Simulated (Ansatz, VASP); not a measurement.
AlN: VASP beside Ansatz

```
CELL_PARAMETERS angstrom
3.19868 0.00000 0.00000
-1.59934 2.77014 0.00000
0.00000 0.00000 4.70883
ATOMIC_POSITIONS crystal
Al 0.33333 0.66667 0.00000
Al 0.66667 0.33333 0.50000
N 0.33333 0.66667 0.38500
N 0.66667 0.33333 0.88500
```

Alike in both runs: task single point; functional PBEsol; k mesh 9 × 9 × 6; occupations gaussian, width 0.05 eV; no spin polarisation.

|  | VASP | Ansatz |
| --- | --- | --- |
| version | VASP 6.6.1 | Ansatz 0.2.0 |
| potentials or method | VASP PAW PBE potentials, release 64 (Al, N), cutoff 520 eV | scalar-relativistic, plane waves, PAW |
| valence electrons in the cell | 16 | 16 |

Ansatz gave:

| Property | Result |
| --- | --- |
| gap on the k mesh at the Fermi level (eV) | 3.84 |
| least direct gap on the mesh (eV) | 3.84 |
| pressure (GPa) | 1.1 |
| traceless stress, the component that is largest in VASP (GPa) | 20.89 |
| rms of the force components (eV/Å) | 0.648 |

What did VASP give for the same quantities?

gap on the k mesh at the Fermi level (eV): 3.85; least direct gap on the mesh (eV): 3.85; pressure (GPa): 1.1; traceless stress, the component that is largest in VASP (GPa): 21.18; rms of the force components (eV/Å): 0.660.

VASP's potentials were made for PBE, not for PBEsol. Atom by atom the forces differ by 0.012 eV/Å (rms over components). With one functional, cell and mesh, what is left measures potentials, basis and numerics.
